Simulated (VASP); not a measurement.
Input of a VASP 6.6.1 run:

INCAR

```
PREC     = Accurate       # precision mode
ENCUT    = 520            # plane-wave cutoff, eV
EDIFF    = 1E-7           # SCF threshold, eV
ISMEAR   = -1             # smearing method
SIGMA    = 0.15           # smearing width, eV
LREAL    = False          # projectors in reciprocal space
LASPH    = True           # aspherical terms in the spheres
NELM     = 100            # most SCF steps
ALGO     = Fast           # electronic algorithm
ISIF     = 2              # what is computed and relaxed
LWAVE    = False          # write WAVECAR
LCHARG   = True           # write CHGCAR
GGA      = CA             # functional
LELF     = True           # ELF
LVHAR    = True         
NBANDS   = 18             # bands
```

File KPOINTS:

```
regular mesh
0
Gamma
  16 16 14
```

The input POSCAR:

```
ZnNi
1.0
    2.6322786237      0.0000000000      0.0000000000
    0.0000000000      2.6322786237      0.0000000000
    0.0000000000      0.0000000000      3.1925935139
Zn Ni
1 1
Direct
    0.5000000000      0.5000000000      0.5000000000
    0.0000000000      0.0000000000      0.0000000000
```

Potentials or basis: VASP PAW LDA potentials, release 64 (Zn, Ni).

Launch:

```bash
$ cat potpaw_LDA.64/Zn/POTCAR potpaw_LDA.64/Ni/POTCAR > POTCAR
$ mpirun -np 1 vasp_std > vasp.out
```

Task: Predict the pressure.

Result: 1.1 GPa.

Task: Estimate the band gap on the k mesh.

Result: Zero (band 11 reaches 12.45 eV, above the bottom of band 12 at 5.83 eV).

Stress tensor (GPa, compression positive):
```
1.11 0.00 0.00
0.00 1.11 0.00
0.00 0.00 1.02
```

Spin polarisation is off, so any magnetic state and its effect on volume and gap are missing.
